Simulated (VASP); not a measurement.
# Al (P6_3/mmc) in VASP: a series of runs, part 2 of 2

VASP 6.6.1.

## (4) Single point, PBEsol+D3(BJ)

This run uses another cell than the first one, of 15.96 Å³/atom.

INCAR reads:

```
PREC = Accurate
ENCUT = 520
EDIFF = 1E-6
ISMEAR = 0
SIGMA = 0.15
LREAL = F
LASPH = T
NELM = 60
ALGO = Fast
ISIF = 2
LWAVE = F
LCHARG = F
GGA = PS
IVDW = 12
NBANDS = 14
```

KPOINTS reads:

```
Automatic mesh
0
Gamma
  18 18 6
```

POSCAR reads:

```
Al
1.0
    2.7354000000      0.0000000000      0.0000000000
   -1.3677000000      2.3689258895      0.0000000000
    0.0000000000      0.0000000000      9.8538000000
Al
4
Direct
    0.0000000000      0.0000000000      0.0000000000
    0.3333333333      0.6666666667      0.2500000000
    0.0000000000      0.0000000000      0.5000000000
    0.6666666667      0.3333333333      0.7500000000
```

Potentials or basis: VASP PAW PBE potentials, release 64 (Al).

On the command line:

```bash
cat potpaw_PBE.64/Al/POTCAR > POTCAR
mpirun -np 1 vasp_std > vasp.out
```

OUTCAR:

```text
PREC = Accurate
   ENCUT = 520
   EDIFF = 1E-6
   ISMEAR = 0
   LREAL = F
   LASPH = T
   NELM = 60
   ISIF = 2
   GGA = PS
   IVDW = 12
 IVDW          = 12

 ion  position               nearest neighbor table
   1  0.000  0.000  0.000-   2 2.93   4 2.93   2 2.93   4 2.93   4 2.93   2 2.93
   2  0.333  0.667  0.250-   1 2.93   3 2.93   1 2.93   3 2.93   1 2.93   3 2.93
   3  0.000  0.000  0.500-   2 2.93   4 2.93   2 2.93   4 2.93   4 2.93   2 2.93
   4  0.667  0.333  0.750-   1 2.93   3 2.93   1 2.93   3 2.93   1 2.93   3 2.93

  LATTYP: Found a hexagonal cell.
 ALAT       =     2.7354000000
 C/A-ratio  =     3.6023250713

  Lattice vectors:

 A1 = (   2.7354000000,   0.0000000000,   0.0000000000)
 A2 = (  -1.3677000000,   2.3689258895,   0.0000000000)
 A3 = (   0.0000000000,   0.0000000000,   9.8538000000)

Analysis of symmetry for initial positions (statically):
=====================================================================
 Subroutine PRICEL returns:
 Original cell was already a primitive cell.

 Routine SETGRP: Setting up the symmetry group for a
 hexagonal supercell.
[... 191 lines left out ...]
      9      19.8485      0.00000
     10      20.7209      0.00000
     11      20.7209      0.00000
     12      20.7494      0.00000
     13      20.7494      0.00000
     14      21.5355      0.00000
[... 377 lines left out ...]
      1       2.2628      2.00000
      2       3.6860      2.00000
      3       3.6918      2.00000
      4       5.0010      2.00000
      5       6.4813      2.00000
      6       6.5394      2.00000
      7       8.1044      1.81956
      8       8.2340      1.09347
      9      10.4406      0.00000
     10      10.9690      0.00000
     11      12.3195      0.00000
     12      13.1901      0.00000
     13      13.5745      0.00000
     14      15.2700      0.00000

 [... further k-points ...]

------------------------ aborting loop because EDIFF is reached ----------------------------------------

 Edisp (eV)   -1.31277

 E8    (eV) :    -0.8839

  FORCE on cell =-STRESS in cart. coord.  units (eV):
  Direction    XX          YY          ZZ          XY          YZ          ZX
  --------------------------------------------------------------------------------------
  -------------------------------------------------------------------------------------
  Total       0.82172     0.82172    -2.45071     0.00000     0.00000    -0.00000
  in kB      20.61852    20.61852   -61.49305     0.00000     0.00000    -0.00000
  external pressure =       -6.75 kB  Pullay stress =        0.00 kB

 VOLUME and BASIS-vectors are now :
 -----------------------------------------------------------------------------
  energy-cutoff  :      520.00
  volume of cell :       63.85
      direct lattice vectors                 reciprocal lattice vectors
     2.735400000  0.000000000  0.000000000     0.365577246  0.211066122  0.000000000
    -1.367700000  2.368925889  0.000000000     0.000000000  0.422132243  0.000000000
     0.000000000  0.000000000  9.853800000     0.000000000  0.000000000  0.101483692

 POSITION                                       TOTAL-FORCE (eV/Angst)
 -----------------------------------------------------------------------------------
      0.00000      0.00000      0.00000        -0.000000      0.000000     -0.000000
     -0.00000      1.57928      2.46345         0.000000     -0.000000      0.000000
      0.00000      0.00000      4.92690        -0.000000      0.000000     -0.000000
      1.36770      0.78964      7.39035        -0.000000      0.000000      0.000000
 -----------------------------------------------------------------------------------
    total drift:                               -0.000000      0.000000     -0.000000

  FREE ENERGIE OF THE ION-ELECTRON SYSTEM (eV)
  ---------------------------------------------------
  free  energy   TOTEN  =       -17.5348394683 eV

  energy  without entropy=      -17.5160099750  energy(sigma->0) =      -17.52542472
```

OSZICAR:

```text
N       E                     dE             d eps       ncg     rms          rms(c)
DAV:   1     0.505605979351E+01    0.50561E+01   -0.41696E+03  4152   0.660E+02
DAV:   2    -0.156700221337E+02   -0.20726E+02   -0.19215E+02  5378   0.904E+01
DAV:   3    -0.163374329241E+02   -0.66741E+00   -0.65819E+00  5566   0.130E+01
DAV:   4    -0.163422066491E+02   -0.47737E-02   -0.47725E-02  4956   0.134E+00
DAV:   5    -0.163422591149E+02   -0.52466E-04   -0.52465E-04  5580   0.147E-01    0.295E+00
RMM:   6    -0.162700101846E+02    0.72249E-01   -0.71683E-03  4173   0.427E-01    0.170E+00
RMM:   7    -0.162225279007E+02    0.47482E-01   -0.17843E-02  4301   0.665E-01    0.205E-01
RMM:   8    -0.162220592958E+02    0.46860E-03   -0.11304E-03  4525   0.207E-01    0.255E-02
RMM:   9    -0.162220748718E+02   -0.15576E-04   -0.18120E-04  4899   0.958E-02    0.411E-02
RMM:  10    -0.162220778546E+02   -0.29828E-05   -0.21649E-05  4992   0.311E-02    0.108E-01
RMM:  11    -0.162220728979E+02    0.49568E-05   -0.49753E-06  4825   0.136E-02    0.626E-02
RMM:  12    -0.162220715911E+02    0.13067E-05   -0.10731E-06  3441   0.735E-03    0.307E-02
RMM:  13    -0.162220711794E+02    0.41168E-06   -0.30805E-07  2652   0.393E-03
   1 F= -.17534839E+02 E0= -.17525425E+02  d E =-.188295E-01
```

Run time: 41 s. Hardware: 1 thread of Intel Xeon 6975P-C (Granite Rapids), shared host; peak memory 0.24 GiB.

What came out:

```yaml
Free_energy: -17.5348 eV
Pressure: -0.7 GPa
Band_gap_on_the_k_mesh: zero (bands 6 and 7 overlap by 4.16 eV)
Dispersion_energy_per_atom: -0.328 eV
```

Stress tensor (GPa, compression positive):
```
 2.06  0.00  0.00
 0.00  2.06  0.00
 0.00  0.00 -6.15
```

Caveat: the PAW data sets were made with another functional, which shifts forces and pressure a little.

## (5) Single point, PBEsol+D3(BJ)

This run uses another cell than the first one, of 16.23 Å³/atom.

INCAR reads:

```
SYSTEM = Al
  PREC = Accurate
  ENCUT = 520
  EDIFF = 1E-6
  ISMEAR = 0
  SIGMA = 0.15
  LREAL = .FALSE.
  LASPH = .TRUE.
  NELM = 60
  ALGO = Normal
  ISIF = 2
  LWAVE = .FALSE.
  LCHARG = .FALSE.
  GGA = PS
  IVDW = 12
  NBANDS = 14
```

KPOINTS reads:

```
regular mesh
0
G
  18 18 6
  0 0 0
```

POSCAR reads:

```
Al
1.0
    2.6701000000      0.0000000000      0.0000000000
   -1.3350500000      2.3123744307      0.0000000000
    0.0000000000      0.0000000000     10.5157000000
Al
4
Direct
    0.0000000000      0.0000000000      0.0000000000
    0.3333333333      0.6666666667      0.2500000000
    0.0000000000      0.0000000000      0.5000000000
    0.6666666667      0.3333333333      0.7500000000
```

Potentials or basis: VASP PAW PBE potentials, release 64 (Al).

On the command line:

```bash
cat potpaw_PBE.64/Al/POTCAR > POTCAR
mpirun -np 1 vasp_std > vasp.out
```

OUTCAR:

```text
SYSTEM = Al
   PREC = Accurate
   ENCUT = 520
   EDIFF = 1E-6
   ISMEAR = 0
   LREAL = .FALSE.
   LASPH = .TRUE.
   NELM = 60
   ISIF = 2
   GGA = PS
   IVDW = 12
 IVDW          = 12

 ion  position               nearest neighbor table
   1  0.000  0.000  0.000-   2 3.05   4 3.05   4 3.05   2 3.05   4 3.05   2 3.05
   2  0.333  0.667  0.250-   1 3.05   3 3.05   1 3.05   3 3.05   1 3.05   3 3.05
   3  0.000  0.000  0.500-   2 3.05   4 3.05   4 3.05   2 3.05   4 3.05   2 3.05
   4  0.667  0.333  0.750-   1 3.05   3 3.05   1 3.05   3 3.05   1 3.05   3 3.05

  LATTYP: Found a hexagonal cell.
 ALAT       =     2.6701000000
 C/A-ratio  =     3.9383169170

  Lattice vectors:

 A1 = (   2.6701000000,   0.0000000000,   0.0000000000)
 A2 = (  -1.3350500000,   2.3123744307,   0.0000000000)
 A3 = (   0.0000000000,   0.0000000000,  10.5157000000)

Analysis of symmetry for initial positions (statically):
=====================================================================
 Subroutine PRICEL returns:
 Original cell was already a primitive cell.

 Routine SETGRP: Setting up the symmetry group for a
 hexagonal supercell.

 Subroutine GETGRP returns: Found 24 space group operations
 (whereof 12 operations were pure point group operations)
 out of a pool of 24 trial point group operations.

The static configuration has the point symmetry D_3d.
 The point group associated with its full space group is D_6h.

Analysis of symmetry for dynamics (positions and initial velocities):
=====================================================================
 Subroutine PRICEL returns:
 Original cell was already a primitive cell.

 Routine SETGRP: Setting up the symmetry group for a
 hexagonal supercell.

 Subroutine GETGRP returns: Found 24 space group operations
 (whereof 12 operations were pure point group operations)
 out of a pool of 24 trial point group operations.

The dynamic configuration has the point symmetry D_3d.
 The point group associated with its full space group is D_6h.

[... 134 lines left out ...]
 Gauss-broadening in eV      SIGMA  =   0.15
  energy-cutoff  :      520.00
  volume of cell :       64.93
 maximum number of plane-waves:      1782
 NGX is ok and might be reduce to    20
   NGX =  9   NGY =  9   NGZ = 39

 number of electron      12.0000000 magnetization

 Free energy of the ion-electron system (eV)
  ---------------------------------------------------
  ext. energy  EPLUGINS =         0.00000000
  ---------------------------------------------------
  free energy    TOTEN  =       -15.94658088 eV

  energy without entropy =      -15.92651633  energy(sigma->0) =      -15.93654860

 E-fermi :   8.0174     XC(G=0): -10.2958

 val. band max:        8.0090039663   @ k =   0.3889   0.1667   0.0000
 cond. band min:       8.0253993337   @ k =   0.3333   0.2778   0.1667
 fundamental gap:      0.0163953675
 Fermi energy:         8.0173905958

 k-point     1 :       0.0000    0.0000    0.0000
  band No.  band energies     occupation
      1      -3.1611      2.00000
      2      -1.8457      2.00000
      3      -1.8430      2.00000
      4       1.5271      2.00000
      5       2.6803      2.00000
      6       8.4549      0.00004
      7       8.4574      0.00003
      8      16.7655      0.00000
      9      16.8660      0.00000
     10      21.5762      0.00000
     11      21.5762      0.00000
     12      21.7455      0.00000
     13      21.7456      0.00000
     14      22.1884      0.00000
[... 377 lines left out ...]
      1       2.4166      2.00000
      2       3.6460      2.00000
      3       3.6485      2.00000
      4       5.2121      2.00000
      5       6.4582      2.00000
      6       6.6695      2.00000
      7       7.4352      2.00000
      8       8.1021      0.42424
      9       9.7903      0.00000
     10      10.9971      0.00000
     11      12.6330      0.00000
     12      13.1212      0.00000
     13      13.7616      0.00000
     14      14.3858      0.00000

 [... further k-points ...]

------------------------ aborting loop because EDIFF is reached ----------------------------------------

 Edisp (eV)   -1.28950

 E8    (eV) :    -0.8679

  FORCE on cell =-STRESS in cart. coord.  units (eV):
  Direction    XX          YY          ZZ          XY          YZ          ZX
  --------------------------------------------------------------------------------------
  -------------------------------------------------------------------------------------
  Total       2.54908     2.54908    -4.04431     0.00000     0.00000     0.00000
  in kB      62.90281    62.90281   -99.80020     0.00000     0.00000     0.00000
  external pressure =        8.67 kB  Pullay stress =        0.00 kB

 VOLUME and BASIS-vectors are now :
 -----------------------------------------------------------------------------
  energy-cutoff  :      520.00
  volume of cell :       64.93
      direct lattice vectors                 reciprocal lattice vectors
     2.670100000  0.000000000  0.000000000     0.374517808  0.216227957  0.000000000
    -1.335050000  2.312374431  0.000000000     0.000000000  0.432455915  0.000000000
     0.000000000  0.000000000 10.515700000     0.000000000  0.000000000  0.095095904

 POSITION                                       TOTAL-FORCE (eV/Angst)
 -----------------------------------------------------------------------------------
      0.00000      0.00000      0.00000         0.000000      0.000000      0.000000
     -0.00000      1.54158      2.62893         0.000000     -0.000000      0.000000
      0.00000      0.00000      5.25785         0.000000      0.000000      0.000000
      1.33505      0.77079      7.88678        -0.000000      0.000000     -0.000000
 -----------------------------------------------------------------------------------
    total drift:                               -0.000000      0.000000     -0.000000

  FREE ENERGIE OF THE ION-ELECTRON SYSTEM (eV)
  ---------------------------------------------------
  free  energy   TOTEN  =       -17.2360793654 eV

  energy  without entropy=      -17.2160148172  energy(sigma->0) =      -17.22604709
```

stdout:

```text
POSCAR found type information on POSCAR Al
 POSCAR found :  1 types and       4 ions
 scaLAPACK will be used
 -----------------------------------------------------------------------------
|                                                                             |
|                                                                             |
|     You enforced a specific xc type in the INCAR file but a different       |
|     I HOPE YOU KNOW WHAT YOU ARE DOING!                                     |
|                                                                             |
 -----------------------------------------------------------------------------

 LDA part: xc-table for (Slater+PW92), standard interpolation
 POSCAR, INCAR and KPOINTS ok, starting setup
 FFT: planning ... GRIDC
 FFT: planning ... GRID_SOFT
 FFT: planning ... GRID
 WAVECAR not read
 entering main loop
```

Wall time 34 s (1 thread of Intel Xeon 6975P-C (Granite Rapids), shared host); peak memory 0.25 GiB.

Results:

- Free energy: -17.2361 eV
- Pressure: 0.9 GPa
- Band gap on the k mesh: zero (bands 6 and 7 overlap by 3.50 eV)
- Dispersion energy per atom: -0.322 eV

Levels at points of the mesh, in eV from the Fermi level:
| k point | band 2 | band 3 | band 4 | band 5 | band 6 | band 7 | band 8 | band 9 | band 10 | band 11 |
| --- | --- | --- | --- | --- | --- | --- | --- | --- | --- | --- |
| (0.00, 0.00, 0.00) | -9.86 | -9.86 | -6.49 | -5.34 | 0.44 | 0.44 | 8.75 | 8.85 | 13.56 | 13.56 |
| (0.50, 0.00, 0.00) | -4.46 | -3.64 | -3.53 | -2.80 | -2.68 | 0.01 | 0.49 | 1.05 | 1.37 | 6.60 |
| (0.00, 0.00, 0.50) | -10.85 | -8.25 | -8.25 | -2.98 | -2.98 | 4.40 | 4.40 | 13.28 | 13.28 | 13.70 |
| (0.50, 0.00, 0.50) | -4.31 | -4.06 | -4.06 | -1.84 | -1.84 | -1.17 | -1.17 | 3.29 | 3.29 | 3.73 |

Caveat: the PAW data sets were made with another functional, which shifts forces and pressure a little.

## (6) Single point, PBEsol+D3(BJ)

This run uses another cell than the first one, of 16.35 Å³/atom.

INCAR reads:

```
  PREC = Accurate
  ENCUT = 520
  EDIFF = 1E-6
  ISMEAR = 0
  SIGMA = 0.15
  LREAL = F
  LASPH = T
  NELM = 100
  ALGO = Fast
  ISIF = 2
  LWAVE = F
  LCHARG = T
  GGA = PS
  IVDW = 12
  LELF = T
  LVHAR = T
  NBANDS = 14
```

KPOINTS reads:

```
Automatic mesh
0
Gamma
  18 18 6
```

POSCAR reads:

```
Al
1.0
    2.8661000000      0.0000000000      0.0000000000
   -1.4330500000      2.4821154098      0.0000000000
    0.0000000000      0.0000000000      9.1920208392
Al
4
Direct
    0.0000000000      0.0000000000      0.0000000000
    0.3333333333      0.6666666667      0.2500000000
    0.0000000000      0.0000000000      0.5000000000
    0.6666666667      0.3333333333      0.7500000000
```

Potentials or basis: VASP PAW PBE potentials, release 64 (Al).

On the command line:

```bash
cat potpaw_PBE.64/Al/POTCAR > POTCAR
mpirun -np 1 vasp_std > vasp.out
```

It took 38 s on 1 thread of Intel Xeon 6975P-C (Granite Rapids), shared host; peak memory 0.25 GiB.

It converged, with:

```
Free energy                : -17.6003 eV
Pressure                   : -3.7 GPa
Band gap on the k mesh     : zero (bands 6 and 7 overlap by 5.74 eV)
Dispersion energy per atom : -0.320 eV
```

Stress tensor (GPa, compression positive):
```
-4.42  0.00  0.00
 0.00 -4.42  0.00
 0.00  0.00 -2.19
```

Levels at points of the mesh, in eV from the Fermi level:
```
           k point  band 4  band 5  band 6  band 7  band 8  band 9
(0.00, 0.00, 0.00)   -4.53   -4.16    3.80    3.81   10.43   10.43
(0.50, 0.00, 0.00)   -3.88   -3.39   -3.28    0.85    1.31    1.49
(0.00, 0.00, 0.50)   -7.30   -0.62   -0.62    8.76    8.76   10.76
(0.50, 0.00, 0.50)   -4.85   -1.84   -1.84   -1.18   -1.18    4.78
```

Caveat: the cell stands under tension; the PAW data sets were made with another functional, which shifts forces and pressure a little.

## (7) Overview

```csv
cell,gap on the mesh (eV),pressure (GPa)
"a = 2.605, b = 2.605, c = 10.516 Å, angles 90.0, 90.0, 120.0°, 4 atoms",none,7.0
"a = 2.932, b = 2.932, c = 8.530 Å, angles 90.0, 90.0, 120.0°, 4 atoms",none,0.2
"a = 2.735, b = 2.735, c = 9.854 Å, angles 90.0, 90.0, 120.0°, 4 atoms",none,-0.7
"a = 2.670, b = 2.670, c = 10.516 Å, angles 90.0, 90.0, 120.0°, 4 atoms",none,0.9
"a = 2.866, b = 2.866, c = 9.192 Å, angles 90.0, 90.0, 120.0°, 4 atoms",none,-3.7
```

Alike in all rows: task single point; level PBEsol+D3(BJ); potentials or basis VASP PAW PBE potentials, release 64 (Al); no spin polarisation; k mesh 18 × 18 × 6; cutoff (eV) 520; smearing gaussian 0.15 eV.

Caveats: the PAW data sets were made with another functional, which shifts forces and pressure a little; the cell stands under pressure (at least some runs); the cell stands under tension (at least some runs).

Absolute energies hang on the potentials; compare differences alone.
